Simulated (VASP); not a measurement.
# KF: single point with PBE

Crystal: KF.

```
K F
1.0
    -0.07607    2.63793    2.63793
     2.63793   -0.07607    2.63793
     2.63793    2.63793   -0.07607
K F
1 1
Direct
  0.00000 0.00000 0.00000
  0.50000 0.50000 0.50000
```

This cell differs from its parent crystal: epitaxial 111 strain +2.1%.

* Program: VASP 6.6.1
* Task: single point
* Functional: PBE
* Potentials or basis: VASP PAW PBE potentials, release 64 (K_sv, F)
* Cutoff: 520 eV
* k mesh: 8 × 8 × 8
* Occupations: fermi-dirac, width 0.02 eV
* Spin: no spin polarisation

The pressure is 1.2 GPa and the band gap on the k mesh is 6.11 eV.

Stress tensor (GPa, compression positive):
```
1.25 0.34 0.34
0.34 1.25 0.34
0.34 0.34 1.25
```

Levels at points of the mesh, in eV from the valence-band top:
```csv
k point,band 5,band 6,band 7,band 8,band 9,band 10,band 11,band 12
"(0.00, 0.00, 0.00)",-9.43,-0.04,-0.04,0.00,6.11,10.48,10.48,10.93
"(0.50, 0.00, 0.00)",-9.46,-0.82,-0.38,-0.32,8.98,10.50,11.80,12.20
"(0.50, 0.50, 0.00)",-9.63,-0.25,-0.10,-0.07,8.16,10.24,11.75,13.53
"(0.50, 0.50, 0.50)",-9.49,-0.81,-0.42,-0.42,9.11,10.67,12.06,12.06
```

Wall time 28 s on 1 thread of Intel(R) Xeon(R) Platinum 8259CL CPU @ 2.50GHz (Skylake/Cascade Lake) (shared host), peak memory 0.17 GiB.

Caveat: the cell differs from its parent crystal (epitaxial 111 strain +2.1%). A k mesh can miss the band edges.
